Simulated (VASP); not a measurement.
# CuO (C2/c) in VASP: single point with PBE+U

Aim: the single point of CuO with PBE+U.

All numbers are computed with VASP 6.6.1; they aren't measurements. Logs are shortened: lines on timing, memory, paths and dates and some standing lists are left out, and cuts for length are marked.

## (1) The cell of the first run

It takes space group C2/c (No. 15, monoclinic). The conventional cell has a = 4.307 Å, b = 4.060 Å, c = 5.181 Å, α = 90.00°, β = 90.19°, γ = 90.00°. Within 2.6 Å of Cu (site symmetry -1) lie 4 O at 1.97 Å. Within 2.6 Å of O (site symmetry 2) lie 4 Cu at 1.97 Å and 2 O at 2.59 Å.

## (2) Single point, PBE+U, collinear spin, ferromagnetic start

File INCAR:

```
SYSTEM = CuO
PREC = Accurate ; ENCUT = 600
EDIFF = 1E-6 ; ISMEAR = 0
SIGMA = 0.1 ; LREAL = .FALSE.
LASPH = .TRUE. ; NELM = 200
ALGO = Normal ; ISIF = 2
LWAVE = .FALSE. ; LCHARG = .FALSE.
ISPIN = 2 ; MAGMOM = 0.65 0.65 0.34 0.34
LORBIT = 11 ; LMAXMIX = 4
LDAU = .TRUE. ; LDAUTYPE = 2
LDAUL = 2 -1 ; LDAUU = 4 0
LDAUJ = 0 0 ; LDAUPRINT = 1
GGA = PE ; NBANDS = 29
GGA_COMPAT = .FALSE.
```

File KPOINTS:

```
Automatic mesh
0
G
  8 8 4
  0 0 0
```

File POSCAR:

```
CuO
1.0
    2.1467456261     -2.0298658682      0.1688916878
    2.1467456261      2.0298658682      0.1688916878
   -0.4234681455      0.0000000000      5.1637516889
Cu O
2 2
Direct
   -0.0057497989      0.4942451330      0.0018500293
    0.4942451330     -0.0057497989      0.5018500293
    0.4951881968      0.4933164692      0.2518499707
    0.4933164692      0.4951881968      0.7518499707
```

Potentials or basis: VASP PAW PBE potentials, release 64 (Cu, O).

On the command line:

```bash
cat potpaw_PBE.64/Cu/POTCAR potpaw_PBE.64/O/POTCAR > POTCAR
mpirun -np 1 vasp_std > vasp.out
```

OUTCAR:

```text
SYSTEM = CuO
   PREC = Accurate
   ENCUT = 600
   EDIFF = 1E-6
   ISMEAR = 0
   LREAL = .FALSE.
   LASPH = .TRUE.
   NELM = 200
   ISIF = 2
   ISPIN = 2
   LORBIT = 11
   GGA = PE

 ion  position               nearest neighbor table
   1  0.994  0.494  0.002-   4 1.97   3 1.97   3 1.97   4 1.97
   2  0.494  0.994  0.502-   3 1.97   4 1.97   4 1.97   3 1.97
   3  0.495  0.493  0.252-   2 1.97   1 1.97   1 1.97   2 1.97
   4  0.493  0.495  0.752-   1 1.97   2 1.97   2 1.97   1 1.97

  LATTYP: Found a base centered monoclinic cell.
 ALAT       =     4.3067580315
 B/A-ratio  =     0.9426421700
 C/A-ratio  =     1.2030131272
 COS(beta)  =    -0.0033130924

  Lattice vectors:

 A1 = (   2.1467456261,  -2.0298658682,   0.1688916878)
 A2 = (   2.1467456261,   2.0298658682,   0.1688916878)
 A3 = (  -0.4234681455,   0.0000000000,   5.1637516889)

Analysis of symmetry for initial positions (statically):
=====================================================================
 Subroutine PRICEL returns:
 Original cell was already a primitive cell.

 Routine SETGRP: Setting up the symmetry group for a
 base centered monoclinic supercell.

 Subroutine GETGRP returns: Found  2 space group operations
 (whereof  1 operations were pure point group operations)
 out of a pool of  4 trial point group operations.

The static configuration has the point symmetry C_1 .
 The point group associated with its full space group is C_1h.

Analysis of symmetry for dynamics (positions and initial velocities):
=====================================================================
 Subroutine PRICEL returns:
 Original cell was already a primitive cell.

 Routine SETGRP: Setting up the symmetry group for a
 base centered monoclinic supercell.

 Subroutine GETGRP returns: Found  2 space group operations
 (whereof  1 operations were pure point group operations)
 out of a pool of  4 trial point group operations.

The dynamic configuration has the point symmetry C_1 .
 The point group associated with its full space group is C_1h.

Analysis of structural, dynamic, and magnetic symmetry:
=====================================================================
 Subroutine PRICEL returns:
 Original cell was already a primitive cell.

 Routine SETGRP: Setting up the symmetry group for a
 base centered monoclinic supercell.

 Subroutine GETGRP returns: Found  2 space group operations
 (whereof  1 operations were pure point group operations)
 out of a pool of  4 trial point group operations.

The overall configuration has the point symmetry C_1 .
 The point group associated with its full space group is C_1h.

 Subroutine INISYM returns: Found  2 space group operations
 (whereof  1 operations are pure point group operations),
 and found     1 'primitive' translations

----------------------------------------------------------------------------------------

                                     Primitive cell

  volume of cell :      45.2935

  direct lattice vectors                    reciprocal lattice vectors
     2.146745626 -2.029865868  0.168891688     0.231417620 -0.246321694  0.018978060
     2.146745626  2.029865868  0.168891688     0.231417620  0.246321694  0.018978060
    -0.423468146  0.000000000  5.163751689    -0.015138029  0.000000000  0.192416209

  length of vectors
     2.959289886  2.959289886  5.181086447     0.338509466  0.338509466  0.193010771

  position of ions in fractional coordinates (direct lattice)
     0.994250201  0.494245133  0.001850029
     0.494245133  0.994250201  0.501850029
     0.495188197  0.493316469  0.251849971
     0.493316469  0.495188197  0.751849971

  ion indices of the primitive-cell ions
   primitive index   ion index
                 1           1
                 2           2
                 3           3
                 4           4

----------------------------------------------------------------------------------------
[... 90 lines left out ...]
     AMIX_MAG =   1.60;   BMIX_MAG =  1.00
  volume/ion in A,a.u.               =      11.32        76.41
  Fermi-wavevector in a.u.,A,eV,Ry     =   1.487838  2.811607 30.118708  2.213663
  Thomas-Fermi vector in A             =   2.600948
   LORBIT       =     11    0 simple, 1 ext, 2 COOP (PROOUT), +10 PAW based schemes
 LDA+U is selected, type is set to LDAUTYPE =  2
   angular momentum for each species LDAUL =     2   -1
   U (eV)           for each species LDAUU =   4.0  0.0
   J (eV)           for each species LDAUJ =   0.0  0.0
   GGA     = PE    functional components
   LHFCALC =     F    Hartree Fock is set to
   AEXX    =    0.0000 exact exchange contribution
   IVDW    =     0    specifies the selected vdW correction
   LEPSILON=     F    determine dielectric tensor
   LRPA    =     F    only Hartree local field effects (RPA)
 spin polarized calculation
 Gauss-broadening in eV      SIGMA  =   0.10
  energy-cutoff  :      600.00
  volume of cell :       45.29
 maximum number of plane-waves:      1536
   NGX = 11   NGY = 11   NGZ = 21

atom =   1  type =  1  l = 2

 onsite density matrix

spin component  1

  0.9537 -0.0034  0.0123  0.0002  0.0005
 -0.0034  0.9950 -0.0024 -0.0246  0.0021
  0.0123 -0.0024  0.9728  0.0035 -0.0007
  0.0002 -0.0246  0.0035  0.9977 -0.0020
  0.0005  0.0021 -0.0007 -0.0020  0.9733

spin component  2

  0.9449  0.0180  0.0115 -0.0229  0.0023
  0.0180  0.7132  0.0380  0.2684 -0.0230
  0.0115  0.0380  0.9616 -0.0395  0.0029
 -0.0229  0.2684 -0.0395  0.6794  0.0245
  0.0023 -0.0230  0.0029  0.0245  0.9622

 occupancies and eigenvectors

  o =  0.4182  v =  0.0000  0.0000  0.0000  0.0000  0.0000  0.0527 -0.6788  0.0993  0.7231 -0.0620      0.0000  0.0000  0.0000  0.0000  0.0000  0.0000  0.0000  0.0000  0.0000  0.0000
  o =  0.9388  v =  0.0000  0.0000  0.0000  0.0000  0.0000  0.8859  0.0735 -0.4527  0.0643 -0.0262      0.0000  0.0000  0.0000  0.0000  0.0000  0.0000  0.0000  0.0000  0.0000  0.0000
  o =  0.9475  v =  0.8949  0.0746 -0.4347  0.0611 -0.0302  0.0000  0.0000  0.0000  0.0000  0.0000      0.0000  0.0000  0.0000  0.0000  0.0000  0.0000  0.0000  0.0000  0.0000  0.0000
  o =  0.9643  v =  0.0000  0.0000  0.0000  0.0000  0.0000 -0.0308  0.0092 -0.0115 -0.0729 -0.9968      0.0000  0.0000  0.0000  0.0000  0.0000  0.0000  0.0000  0.0000  0.0000  0.0000
  o =  0.9655  v =  0.0000  0.0000  0.0000  0.0000  0.0000 -0.0605  0.7299  0.0981  0.6725 -0.0417      0.0000  0.0000  0.0000  0.0000  0.0000  0.0000  0.0000  0.0000  0.0000  0.0000
  o =  0.9719  v =  0.0606 -0.7256 -0.0990 -0.6751  0.0652  0.0000  0.0000  0.0000  0.0000  0.0000      0.0000  0.0000  0.0000  0.0000  0.0000  0.0000  0.0000  0.0000  0.0000  0.0000
  o =  0.9732  v =  0.0344  0.0083  0.0155  0.0880  0.9954  0.0000  0.0000  0.0000  0.0000  0.0000      0.0000  0.0000  0.0000  0.0000  0.0000  0.0000  0.0000  0.0000  0.0000  0.0000
  o =  0.9745  v =  0.0000  0.0000  0.0000  0.0000  0.0000  0.4558  0.0331  0.8806 -0.1244 -0.0148      0.0000  0.0000  0.0000  0.0000  0.0000  0.0000  0.0000  0.0000  0.0000  0.0000
  o =  0.9783  v =  0.4375  0.0316  0.8895 -0.1268 -0.0180  0.0000  0.0000  0.0000  0.0000  0.0000      0.0000  0.0000  0.0000  0.0000  0.0000  0.0000  0.0000  0.0000  0.0000  0.0000
  o =  1.0217  v = -0.0539  0.6833 -0.0990 -0.7188  0.0612  0.0000  0.0000  0.0000  0.0000  0.0000      0.0000  0.0000  0.0000  0.0000  0.0000  0.0000  0.0000  0.0000  0.0000  0.0000

atom =   2  type =  1  l = 2

 onsite density matrix

spin component  1

  0.9537 -0.0034 -0.0123 -0.0002 -0.0005
 -0.0034  0.9950  0.0024  0.0246 -0.0021
 -0.0123  0.0024  0.9728  0.0035 -0.0007
 -0.0002  0.0246  0.0035  0.9977 -0.0020
 -0.0005 -0.0021 -0.0007 -0.0020  0.9733

spin component  2

  0.9449  0.0180 -0.0115  0.0229 -0.0023
  0.0180  0.7132 -0.0380 -0.2684  0.0230
 -0.0115 -0.0380  0.9616 -0.0395  0.0029
  0.0229 -0.2684 -0.0395  0.6794  0.0245
 -0.0023  0.0230  0.0029  0.0245  0.9622

 occupancies and eigenvectors

  o =  0.4182  v =  0.0000  0.0000  0.0000  0.0000  0.0000 -0.0527  0.6788  0.0993  0.7231 -0.0620      0.0000  0.0000  0.0000  0.0000  0.0000  0.0000  0.0000  0.0000  0.0000  0.0000
  o =  0.9388  v =  0.0000  0.0000  0.0000  0.0000  0.0000  0.8859  0.0735  0.4527 -0.0643  0.0262      0.0000  0.0000  0.0000  0.0000  0.0000  0.0000  0.0000  0.0000  0.0000  0.0000
  o =  0.9475  v =  0.8949  0.0746  0.4347 -0.0611  0.0302  0.0000  0.0000  0.0000  0.0000  0.0000      0.0000  0.0000  0.0000  0.0000  0.0000  0.0000  0.0000  0.0000  0.0000  0.0000
  o =  0.9643  v =  0.0000  0.0000  0.0000  0.0000  0.0000  0.0308 -0.0092 -0.0115 -0.0729 -0.9968      0.0000  0.0000  0.0000  0.0000  0.0000  0.0000  0.0000  0.0000  0.0000  0.0000
  o =  0.9655  v =  0.0000  0.0000  0.0000  0.0000  0.0000  0.0605 -0.7299  0.0981  0.6725 -0.0417      0.0000  0.0000  0.0000  0.0000  0.0000  0.0000  0.0000  0.0000  0.0000  0.0000
  o =  0.9719  v = -0.0606  0.7256 -0.0990 -0.6751  0.0652  0.0000  0.0000  0.0000  0.0000  0.0000      0.0000  0.0000  0.0000  0.0000  0.0000  0.0000  0.0000  0.0000  0.0000  0.0000
  o =  0.9732  v = -0.0344 -0.0083  0.0155  0.0880  0.9954  0.0000  0.0000  0.0000  0.0000  0.0000      0.0000  0.0000  0.0000  0.0000  0.0000  0.0000  0.0000  0.0000  0.0000  0.0000
  o =  0.9745  v =  0.0000  0.0000  0.0000  0.0000  0.0000  0.4558  0.0331 -0.8806  0.1244  0.0148      0.0000  0.0000  0.0000  0.0000  0.0000  0.0000  0.0000  0.0000  0.0000  0.0000
  o =  0.9783  v =  0.4375  0.0316 -0.8895  0.1268  0.0180  0.0000  0.0000  0.0000  0.0000  0.0000      0.0000  0.0000  0.0000  0.0000  0.0000  0.0000  0.0000  0.0000  0.0000  0.0000
  o =  1.0217  v =  0.0539 -0.6833 -0.0990 -0.7188  0.0612  0.0000  0.0000  0.0000  0.0000  0.0000      0.0000  0.0000  0.0000  0.0000  0.0000  0.0000  0.0000  0.0000  0.0000  0.0000

 number of electron      34.0000006 magnetization       1.9466773

 Free energy of the ion-electron system (eV)
  ---------------------------------------------------
  ext. energy  EPLUGINS =         0.00000000
  ---------------------------------------------------
  free energy    TOTEN  =       -17.24443572 eV

  energy without entropy =      -17.24247464  energy(sigma->0) =      -17.24345518

 E-fermi :   4.3839     XC(G=0): -11.1336

 val. band max:        4.3817215312   @ k =   0.3750   0.3750   0.0000
 cond. band min:       4.3920796234   @ k =  -0.3750   0.3750   0.0000
 fundamental gap:      0.0103580922
 Fermi energy:         4.3839397994

 spin component 1

 k-point     1 :       0.0000    0.0000    0.0000
  band No.  band energies     occupation
      1     -14.9612      1.00000
      2     -13.6772      1.00000
      3      -3.6655      1.00000
      4      -2.5088      1.00000
      5      -2.4069      1.00000
      6      -0.6295      1.00000
[... 1529 lines left out ...]
     28      21.9164      0.00000
     29      25.0085      0.00000

 [... further k-points ...]

------------------------ aborting loop because EDIFF is reached ----------------------------------------

  FORCE on cell =-STRESS in cart. coord.  units (eV):
  Direction    XX          YY          ZZ          XY          YZ          ZX
  --------------------------------------------------------------------------------------
  -------------------------------------------------------------------------------------
  Total       -0.9236101     -0.7410214     -0.3397427      0.0000000      0.0000000     -0.0308691
  in kB      -32.6710407    -26.2122948    -12.0177842      0.0000000      0.0000000     -1.0919385
  external PRESSURE =     -23.6337066 kB  Pullay stress =       0.0000000 kB

 VOLUME and BASIS-vectors are now :
 -----------------------------------------------------------------------------
  energy-cutoff  :      600.00
  volume of cell :       45.29
      direct lattice vectors                 reciprocal lattice vectors
     2.146745626 -2.029865868  0.168891688     0.231417620 -0.246321694  0.018978060
     2.146745626  2.029865868  0.168891688     0.231417620  0.246321694  0.018978060
    -0.423468146  0.000000000  5.163751689    -0.015138029  0.000000000  0.192416209

 POSITION                                       TOTAL-FORCE (eV/Angst)
 -----------------------------------------------------------------------------------
      3.19464     -1.01494      0.26095         0.000973     -0.000009     -0.000448
      2.98290      1.01494      2.84282         0.000973      0.000009     -0.000448
      2.01542     -0.00380      1.46744        -0.000973     -0.001023      0.000448
      1.80368      0.00380      4.04932        -0.000973      0.001023      0.000448
 -----------------------------------------------------------------------------------
    total drift:                                0.001769     -0.000000     -0.001199

  FREE ENERGIE OF THE ION-ELECTRON SYSTEM (eV)
  ---------------------------------------------------
  free  energy   TOTEN  =       -17.2444357197 eV

  energy  without entropy=      -17.2424746353  energy(sigma->0) =      -17.24345518

 total charge

# of ion       s       p       d       tot
------------------------------------------
    1        0.380   0.372   9.134   9.886
    2        0.380   0.372   9.134   9.886
    3        1.554   3.420   0.000   4.974
    4        1.554   3.420   0.000   4.974
--------------------------------------------------
tot          3.869   7.583  18.267  29.719

 magnetization (x)

# of ion       s       p       d       tot
------------------------------------------
    1       -0.006   0.002   0.632   0.627
    2       -0.006   0.002   0.632   0.627
    3        0.020   0.286   0.000   0.306
    4        0.020   0.286   0.000   0.306
--------------------------------------------------
tot          0.027   0.575   1.263   1.866
```

Run time: 4.8 min. Hardware: 1 thread of Oxide Virtual Turin-like, shared host; peak memory 0.27 GiB.

What came out:

| Quantity | Value |
| --- | --- |
| Free energy | -17.2444 eV |
| Pressure | -2.4 GPa |
| Net moment | 1.95 μB per cell |
| Site moments | Cu +0.63; O +0.31 μB |
| Valence electrons inside the program's atomic spheres | Cu 9.89; O 4.97 |

Stress tensor (GPa, compression positive):
```
-3.27  0.00 -0.11
 0.00 -2.62  0.00
-0.11  0.00 -1.20
```

Levels at points of the mesh, in eV from the Fermi level:
Spin up:
```tsv
k point	band 15	band 16	band 17	band 18	band 19	band 20	band 21	band 22
(0.00, 0.00, 0.00)	-3.04	-2.11	-0.36	-0.24	1.23	6.34	7.19	13.09
(0.50, 0.00, 0.00)	-2.93	-2.03	-0.68	-0.47	4.02	5.89	6.55	11.04
(0.50, 0.50, 0.00)	-3.81	-2.47	-2.32	0.17	2.54	7.51	9.26	10.19
(0.00, 0.00, 0.50)	-2.13	-2.13	-0.92	-0.92	3.38	3.38	11.72	11.72
(0.50, 0.00, 0.50)	-3.30	-2.50	-1.45	-0.31	4.66	5.86	8.42	8.66
(0.50, 0.50, 0.50)	-2.64	-2.64	-1.94	-1.94	4.26	4.26	10.21	10.21
```
Spin down:
| k point | band 14 | band 15 | band 16 | band 17 | band 18 | band 19 |
| --- | --- | --- | --- | --- | --- | --- |
| (0.00, 0.00, 0.00) | -2.55 | -2.53 | -1.50 | 1.48 | 1.66 | 1.82 |
| (0.50, 0.00, 0.00) | -2.47 | -2.40 | -1.48 | 1.43 | 1.66 | 4.03 |
| (0.50, 0.50, 0.00) | -3.35 | -1.93 | -1.79 | -0.20 | 2.32 | 2.49 |
| (0.00, 0.00, 0.50) | -2.99 | -1.60 | -1.60 | 1.31 | 1.31 | 3.67 |
| (0.50, 0.00, 0.50) | -2.86 | -2.37 | -1.97 | 0.80 | 1.69 | 4.78 |
| (0.50, 0.50, 0.50) | -2.37 | -2.11 | -2.11 | 0.76 | 0.76 | 4.23 |

Eigenvalues of the final occupation matrices:
```csv
site,spin,trace,eigenvalues
site 1 d,1,4.89,0.95 0.97 0.97 0.98 1.02
site 1 d,2,4.26,0.42 0.94 0.96 0.97 0.97
site 2 d,1,4.89,0.95 0.97 0.97 0.98 1.02
site 2 d,2,4.26,0.42 0.94 0.96 0.97 0.97
```

The state reached can hang on the start; a lower one may exist.
